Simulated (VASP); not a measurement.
# CsI (Pm-3m) in VASP: further runs

Runs on CsI. Level: r2SCAN. Tasks: single point.

Everything below comes from runs of VASP 6.6.1. Logs are shortened: lines on timing, memory, paths and dates and some standing lists are left out, and cuts for length are marked.

**1. The cell of the first run**

Symmetry: Pm-3m, No. 221, cubic system. The conventional cell has a = 4.655 Å, b = 4.655 Å, c = 4.655 Å, α = 90.00°, β = 90.00°, γ = 90.00°. Within 5.3 Å of Cs (site symmetry m-3m) lie 8 I at 4.03 Å and 6 Cs at 4.65 Å. Within 5.3 Å of I (site symmetry m-3m) lie 8 Cs at 4.03 Å and 6 I at 4.65 Å.

**2. Single point, r2SCAN (50.42 Å³/atom)**

POSCAR reads:

```
CsI
1.0
    4.6546466218      0.0000000000      0.0000000000
    0.0000000000      4.6546466218      0.0000000000
    0.0000000000      0.0000000000      4.6546466218
Cs I
1 1
Direct
    0.0000000000      0.0000000000      0.0000000000
    0.5000000000      0.5000000000      0.5000000000
```

INCAR.step1 reads:

```
ALGO = Normal ; EDIFF = 1E-5
ENCUT = 550 ; GGA = PE
GGA_COMPAT = False ; ISMEAR = 0
LASPH = True ; LCHARG = False
LREAL = False ; LWAVE = True
NBANDS = 15 ; NELM = 120
PREC = Accurate ; SIGMA = 0.02
```

INCAR.step2 reads:

```
ALGO = Normal ; EDIFF = 1E-6
ENCUT = 550 ; GGA_COMPAT = False
ISIF = 2 ; ISMEAR = 0
ISTART = 1 ; LASPH = True
LCHARG = False ; LMIXTAU = True
LREAL = False ; LWAVE = False
METAGGA = R2SCAN ; NBANDS = 15
NELM = 120 ; PREC = Accurate
SIGMA = 0.02
```

KPOINTS reads:

```
k-points
0
Gamma
  6 6 6
```

Potentials or basis: VASP PAW PBE potentials, release 64 (Cs_sv, I).

The run is started by

```bash
cat potpaw_PBE.64/Cs_sv/POTCAR potpaw_PBE.64/I/POTCAR > POTCAR
cp INCAR.step1 INCAR
mpirun -np 1 vasp_std > vasp.out
cp INCAR.step2 INCAR
mpirun -np 1 vasp_std > vasp.out
```

OUTCAR:

```text
EDIFF = 1E-6
   ENCUT = 550
   ISIF = 2
   ISMEAR = 0
   ISTART = 1
   LASPH = True
   LREAL = False
   METAGGA = R2SCAN
   NELM = 120
   PREC = Accurate

 ion  position               nearest neighbor table
   1  0.000  0.000  0.000-
   2  0.500  0.500  0.500-

  LATTYP: Found a simple cubic cell.
 ALAT       =     4.6546466218

  Lattice vectors:

 A1 = (   4.6546466218,   0.0000000000,   0.0000000000)
 A2 = (   0.0000000000,   4.6546466218,   0.0000000000)
 A3 = (   0.0000000000,   0.0000000000,   4.6546466218)

Analysis of symmetry for initial positions (statically):
=====================================================================
 Subroutine PRICEL returns:
 Original cell was already a primitive cell.

 Routine SETGRP: Setting up the symmetry group for a
 simple cubic supercell.

 Subroutine GETGRP returns: Found 48 space group operations
 (whereof 48 operations were pure point group operations)
 out of a pool of 48 trial point group operations.

The static configuration has the point symmetry O_h .

Analysis of symmetry for dynamics (positions and initial velocities):
=====================================================================
 Subroutine PRICEL returns:
 Original cell was already a primitive cell.

 Routine SETGRP: Setting up the symmetry group for a
 simple cubic supercell.

 Subroutine GETGRP returns: Found 48 space group operations
 (whereof 48 operations were pure point group operations)
 out of a pool of 48 trial point group operations.

The dynamic configuration has the point symmetry O_h .

 Subroutine INISYM returns: Found 48 space group operations
 (whereof 48 operations are pure point group operations),
 and found     1 'primitive' translations

----------------------------------------------------------------------------------------

                                     Primitive cell

  volume of cell :     100.8463

  direct lattice vectors                    reciprocal lattice vectors
     4.654646622  0.000000000  0.000000000     0.214839080  0.000000000  0.000000000
     0.000000000  4.654646622  0.000000000     0.000000000  0.214839080  0.000000000
     0.000000000  0.000000000  4.654646622     0.000000000  0.000000000  0.214839080

  length of vectors
     4.654646622  4.654646622  4.654646622     0.214839080  0.214839080  0.214839080

  position of ions in fractional coordinates (direct lattice)
     0.000000000  0.000000000  0.000000000
     0.500000000  0.500000000  0.500000000

  ion indices of the primitive-cell ions
   primitive index   ion index
                 1           1
                 2           2

----------------------------------------------------------------------------------------

 KPOINTS: k-points

Automatic generation of k-mesh.
 Grid dimensions read from file:
 generate k-points for:    6    6    6

 Generating k-lattice:

  Cartesian coordinates                     Fractional coordinates (reciprocal lattice)
     0.035806513  0.000000000  0.000000000     0.166666667  0.000000000  0.000000000
     0.000000000  0.035806513  0.000000000     0.000000000  0.166666667  0.000000000
     0.000000000  0.000000000  0.035806513     0.000000000  0.000000000  0.166666667

  Length of vectors
     0.035806513  0.035806513  0.035806513

  Shift w.r.t. Gamma in fractional coordinates (k-lattice)
     0.000000000  0.000000000  0.000000000

 Subroutine IBZKPT returns following result:
 ===========================================

 Found     20 irreducible k-points:

 Following reciprocal coordinates:
            Coordinates               Weight
  0.000000  0.000000  0.000000      1.000000
  0.166667  0.000000  0.000000      6.000000
  0.333333  0.000000  0.000000      6.000000
  0.500000  0.000000  0.000000      3.000000
  0.166667  0.166667  0.000000     12.000000
  0.333333  0.166667  0.000000     24.000000
[... 12 lines left out ...]
  0.500000  0.500000  0.333333      6.000000
  0.500000  0.500000  0.500000      1.000000
   k-points           NKPTS =     20   k-points in BZ     NKDIM =     20   number of bands    NBANDS=     15
   number of dos      NEDOS =    301   number of ions     NIONS =      2
   total plane-waves  NPLWV =  46656
   dimension x,y,z NGX =    36 NGY =   36 NGZ =   36
   dimension x,y,z NGXF=    72 NGYF=   72 NGZF=   72
   ions per type =               1   1
   NGX,Y,Z   is equivalent  to a cutoff of  12.86, 12.86, 12.86 a.u.
   NGXF,Y,Z  is equivalent  to a cutoff of  25.72, 25.72, 25.72 a.u.
 SYSTEM =  unknown system
   PREC   = accura    normal or accurate (medium, high low for compatibility)
   ISTART =      1    job   : 0-new  1-cont  2-samecut
   ICHARG =      0    charge: 1-file 2-atom 10-const
   ISPIN  =      1    spin polarized calculation?
   LNONCOLLINEAR =      F non collinear calculations
   LSORBIT =      F    spin-orbit coupling
   LASPH  =      T    aspherical Exc in radial PAW
   ENCUT  =  550.0 eV  40.42 Ry    6.36 a.u.   8.90  8.90  8.90*2*pi/ulx,y,z
   NELM   =    120;   NELMIN=  2; NELMDL=  0     # of ELM steps
   EDIFF  = 0.1E-05   stopping-criterion for ELM
   LREAL  =      F    real-space projection
   EDIFFG = 0.1E-04   stopping-criterion for IOM
   NSW    =      0    number of steps for IOM
   IBRION =     -1    ionic relax: 0-MD 1-quasi-New 2-CG
   NFREE  =      0    steps in history (QN), initial steepest desc. (CG)
   ISIF   =      2    stress and relaxation
   ISYM   =      2    0-nonsym 1-usesym 2-fastsym
   POTIM  = 0.5000    time-step for ionic-motion
   TEBEG  =    0.0;   TEEND  =   0.0 temperature during run
   PSTRESS=    0.0 pullay stress
   NELECT =      16.0000    total number of electrons
   NUPDOWN=      -1.0000    fix difference up-down
   EMIN   =  10.00;   EMAX   =-10.00  energy-range for DOS
   EFERMI =   0.00;   METHOD = LEGACY
   ISMEAR =     0;   SIGMA  =   0.02  broadening in eV -4-tet -1-fermi 0-gaus
   EFERMI_NEDOS =   21; number of points for ismear=-14 and -15
   IALGO  =     38    algorithm
   IMIX   =      4    mixing-type and parameters
     AMIX     =   0.40;   BMIX     =  1.00
     AMIX_MAG =   1.60;   BMIX_MAG =  1.00
  volume/ion in A,a.u.               =      50.42       340.27
  Fermi-wavevector in a.u.,A,eV,Ry     =   0.886261  1.674790 10.686803  0.785458
  Thomas-Fermi vector in A             =   2.007403
   LORBIT       =      0    0 simple, 1 ext, 2 COOP (PROOUT), +10 PAW based schemes
   METAGGA = R2SCAN    functional components
   LHFCALC =     F    Hartree Fock is set to
   AEXX    =    0.0000 exact exchange contribution
   IVDW    =     0    specifies the selected vdW correction
   LEPSILON=     F    determine dielectric tensor
   LRPA    =     F    only Hartree local field effects (RPA)
 non-spin polarized calculation
 Gauss-broadening in eV      SIGMA  =   0.02
  energy-cutoff  :      550.00
  volume of cell :      100.85
 maximum number of plane-waves:      3016
 NGX is ok and might be reduce to    36
   NGX = 17   NGY = 17   NGZ = 17

 number of electron      15.9999999 magnetization

 Free energy of the ion-electron system (eV)
  ---------------------------------------------------
  ext. energy  EPLUGINS =         0.00000000
  ---------------------------------------------------
  free energy    TOTEN  =       -53.12377490 eV

  energy without entropy =      -53.12377490  energy(sigma->0) =      -53.12377490

 E-fermi :   0.3235     XC(G=0):  -7.8674

 val. band max:        0.1801702972   @ k =   0.5000   0.5000   0.0000
 cond. band min:       4.5744127374   @ k =   0.0000   0.0000   0.0000
 fundamental gap:      4.3942424403
 Fermi energy:         0.3235462229

 k-point     1 :       0.0000    0.0000    0.0000
  band No.  band energies     occupation
      1     -20.8566      2.00000
      2     -10.6994      2.00000
      3      -7.1913      2.00000
      4      -7.1913      2.00000
      5      -7.1913      2.00000
      6       0.0846      2.00000
      7       0.0846      2.00000
      8       0.0846      2.00000
      9       4.5744      0.00000
     10       4.8723      0.00000
     11       4.8723      0.00000
     12       8.4618      0.00000
     13       8.4618      0.00000
     14       8.4618      0.00000
     15      10.7917      0.00000

 k-point     2 :       0.1667    0.0000    0.0000
  band No.  band energies     occupation
      1     -20.8516      2.00000
      2     -10.6995      2.00000
      3      -7.2252      2.00000
      4      -7.1787      2.00000
      5      -7.1787      2.00000
      6      -0.3253      2.00000
      7       0.0570      2.00000
      8       0.0570      2.00000
      9       5.0352      0.00000
     10       5.1086      0.00000
     11       5.4441      0.00000
     12       8.3809      0.00000
     13       8.3809      0.00000
     14       8.5855      0.00000
     15       9.6830      0.00000

 k-point     3 :       0.3333    0.0000    0.0000
  band No.  band energies     occupation
      1     -20.8416      2.00000
      2     -10.7016      2.00000
      3      -7.2841      2.00000
      4      -7.1532      2.00000
      5      -7.1532      2.00000
      6      -0.9689      2.00000
      7      -0.0000      2.00000
      8      -0.0000      2.00000
      9       5.4796      0.00000
     10       6.2350      0.00000
     11       6.6716      0.00000
     12       8.2698      0.00000
     13       8.3962      0.00000
     14       8.3962      0.00000
     15       8.8918      0.00000

 k-point     4 :       0.5000    0.0000    0.0000
  band No.  band energies     occupation
      1     -20.8366      2.00000
      2     -10.7035      2.00000
      3      -7.3091      2.00000
      4      -7.1403      2.00000
      5      -7.1403      2.00000
      6      -1.2398      2.00000
      7      -0.0294      2.00000
      8      -0.0294      2.00000
      9       5.8520      0.00000
     10       7.0731      0.00000
     11       7.2665      0.00000
     12       7.5559      0.00000
     13       8.5566      0.00000
     14       8.5566      0.00000
     15       9.0961      0.00000
[... 235 lines left out ...]
 k-point    18 :       0.5000    0.3333    0.3333
  band No.  band energies     occupation
      1     -20.8100      2.00000
      2     -10.5012      2.00000
      3      -7.4319      2.00000
      4      -7.3660      2.00000
      5      -7.3417      2.00000
      6      -0.8832      2.00000
      7      -0.7949      2.00000
      8      -0.5976      2.00000
      9       6.4694      0.00000
     10       6.8761      0.00000
     11       7.0474      0.00000
     12       8.2031      0.00000
     13       8.6299      0.00000
     14       8.6375      0.00000
     15      10.3562      0.00000

 k-point    19 :       0.5000    0.5000    0.3333
  band No.  band energies     occupation
      1     -20.8056      2.00000
      2     -10.4721      2.00000
      3      -7.4286      2.00000
      4      -7.4286      2.00000
      5      -7.3344      2.00000
      6      -0.9172      2.00000
      7      -0.9172      2.00000
      8      -0.7574      2.00000
      9       6.7053      0.00000
     10       7.3117      0.00000
     11       7.3117      0.00000
     12       7.7258      0.00000
     13       9.0908      0.00000
     14       9.0908      0.00000
     15      10.2508      0.00000

 k-point    20 :       0.5000    0.5000    0.5000
  band No.  band energies     occupation
      1     -20.8013      2.00000
      2     -10.4479      2.00000
      3      -7.4059      2.00000
      4      -7.4059      2.00000
      5      -7.4059      2.00000
      6      -1.0035      2.00000
      7      -1.0035      2.00000
      8      -1.0035      2.00000
      9       7.7381      0.00000
     10       7.7381      0.00000
     11       7.7381      0.00000
     12       8.4456      0.00000
     13       8.4456      0.00000
     14       8.4456      0.00000
     15      10.2901      0.00000

------------------------ aborting loop because EDIFF is reached ----------------------------------------

  FORCE on cell =-STRESS in cart. coord.  units (eV):
  Direction    XX          YY          ZZ          XY          YZ          ZX
  --------------------------------------------------------------------------------------
  -------------------------------------------------------------------------------------
  Total       -0.1854236     -0.1854236     -0.1854236      0.0000000      0.0000000      0.0000000
  in kB       -2.9458822     -2.9458822     -2.9458822      0.0000000      0.0000000      0.0000000
  external PRESSURE =      -2.9458822 kB  Pullay stress =       0.0000000 kB

 VOLUME and BASIS-vectors are now :
 -----------------------------------------------------------------------------
  energy-cutoff  :      550.00
  volume of cell :      100.85
      direct lattice vectors                 reciprocal lattice vectors
     4.654646622  0.000000000  0.000000000     0.214839080  0.000000000  0.000000000
     0.000000000  4.654646622  0.000000000     0.000000000  0.214839080  0.000000000
     0.000000000  0.000000000  4.654646622     0.000000000  0.000000000  0.214839080

 POSITION                                       TOTAL-FORCE (eV/Angst)
 -----------------------------------------------------------------------------------
      0.00000      0.00000      0.00000         0.000000      0.000000      0.000000
      2.32732      2.32732      2.32732         0.000000      0.000000      0.000000
 -----------------------------------------------------------------------------------
    total drift:                                0.000000      0.000000      0.000000

  FREE ENERGIE OF THE ION-ELECTRON SYSTEM (eV)
  ---------------------------------------------------
  free  energy   TOTEN  =       -53.1237748973 eV

  energy  without entropy=      -53.1237748973  energy(sigma->0) =      -53.12377490
```

It took 2.3 min on 1 thread of Intel Xeon 8259CL, shared host; peak memory 0.23 GiB.

Results:

| Quantity | Value |
| --- | --- |
| Free energy | -53.1238 eV |
| Pressure | -0.3 GPa |
| Band gap on the k mesh | 4.39 eV (least direct gap 4.49 eV) |

Caveat: the PAW data sets were made with another functional, which shifts forces and pressure a little; spin-orbit coupling is left out, which moves the levels of the heavy elements.

**3. Single point, r2SCAN (51.89 Å³/atom)**

This run uses another cell than the first one, of 51.89 Å³/atom.

POSCAR reads:

```
CsI
1.0
    4.6994055850      0.0000000000      0.0000000000
    0.0000000000      4.6994055850      0.0000000000
    0.0000000000      0.0000000000      4.6994055850
Cs I
1 1
Direct
    0.0000000000      0.0000000000      0.0000000000
    0.5000000000      0.5000000000      0.5000000000
```

INCAR.step1 reads:

```
ALGO = Normal ; EDIFF = 1E-5
ENCUT = 550 ; GGA = PE
GGA_COMPAT = F ; ISMEAR = 0
LASPH = T ; LCHARG = F
LREAL = F ; LWAVE = T
NBANDS = 15 ; NELM = 120
PREC = Accurate ; SIGMA = 0.02
```

INCAR.step2 reads:

```
ALGO = Normal ; EDIFF = 1E-6
ENCUT = 550 ; GGA_COMPAT = F
ISIF = 2 ; ISMEAR = 0
ISTART = 1 ; LASPH = T
LCHARG = T ; LELF = T
LMIXTAU = T ; LREAL = F
LVHAR = T ; LWAVE = F
METAGGA = R2SCAN ; NBANDS = 15
NELM = 120 ; PREC = Accurate
SIGMA = 0.02
```

KPOINTS is that of step 2.

Potentials or basis: VASP PAW PBE potentials, release 64 (Cs_sv, I).

The run is started by

```bash
cat potpaw_PBE.64/Cs_sv/POTCAR potpaw_PBE.64/I/POTCAR > POTCAR
cp INCAR.step1 INCAR
mpirun -np 1 vasp_std > vasp.out
cp INCAR.step2 INCAR
mpirun -np 1 vasp_std > vasp.out
```

Run time: 2.1 min. Hardware: 1 thread of Intel Xeon 8259CL, shared host; peak memory 0.23 GiB.

It converged, with:

```yaml
Free_energy: -53.1160 eV
Pressure: -0.6 GPa
Band_gap_on_the_k_mesh: 4.30 eV (least direct gap 4.40 eV)
```

Levels at points of the mesh, in eV from the valence-band top:
| k point | band 4 | band 5 | band 6 | band 7 | band 8 | band 9 | band 10 | band 11 | band 12 | band 13 |
| --- | --- | --- | --- | --- | --- | --- | --- | --- | --- | --- |
| (0.00, 0.00, 0.00) | -7.42 | -7.42 | -0.10 | -0.10 | -0.10 | 4.30 | 4.73 | 4.73 | 8.22 | 8.22 |
| (0.50, 0.00, 0.00) | -7.37 | -7.37 | -1.36 | -0.20 | -0.20 | 5.68 | 6.77 | 6.96 | 7.39 | 8.28 |
| (0.50, 0.50, 0.00) | -7.69 | -7.34 | -0.81 | -0.81 | 0.00 | 4.76 | 5.47 | 6.65 | 6.65 | 9.83 |
| (0.50, 0.50, 0.50) | -7.61 | -7.61 | -1.12 | -1.12 | -1.12 | 7.47 | 7.47 | 7.47 | 8.14 | 8.14 |

Caveat: the PAW data sets were made with another functional, which shifts forces and pressure a little; spin-orbit coupling is left out, which moves the levels of the heavy elements.
